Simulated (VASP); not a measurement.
A run of VASP 6.6.1:

File INCAR:

```
  PREC = Accurate
  ENCUT = 500
  EDIFF = 1E-6
  ISMEAR = -1
  SIGMA = 0.1
  LREAL = False
  LASPH = True
  NELM = 200
  ALGO = Normal
  ISIF = 2
  LWAVE = False
  LCHARG = True
  GGA = PE
  LELF = True
  LVHAR = True
  NBANDS = 22
  GGA_COMPAT = False
  LMAXMIX = 6
```

KPOINTS

```
Automatic mesh
0
Gamma
  9 9 9
```

File POSCAR:

```
LaPd2
1.0
    0.0000000000      3.1119570000      3.1119570000
    3.1119570000      0.0000000000      3.1119570000
    3.1119570000      3.1119570000      0.0000000000
La Pd
1 2
Direct
    0.0000000000      0.0000000000      0.0000000000
    0.2500000000      0.2500000000      0.2500000000
    0.7500000000      0.7500000000      0.7500000000
```

Potentials or basis: VASP PAW PBE potentials, release 64 (La, Pd).

Run with:

```bash
$ cat potpaw_PBE.64/La/POTCAR potpaw_PBE.64/Pd/POTCAR > POTCAR
$ mpirun -np 1 vasp_std > vasp.out
```

Hardware: 1 thread of Intel Xeon 8259CL (shared host).

Question: How long does it take, and how much memory?

Answer: Run time: 94 s on 1 thread of Intel Xeon 8259CL, with other jobs on the host, peak memory 0.21 GiB. Counts: scf iterations 16, k points 35.
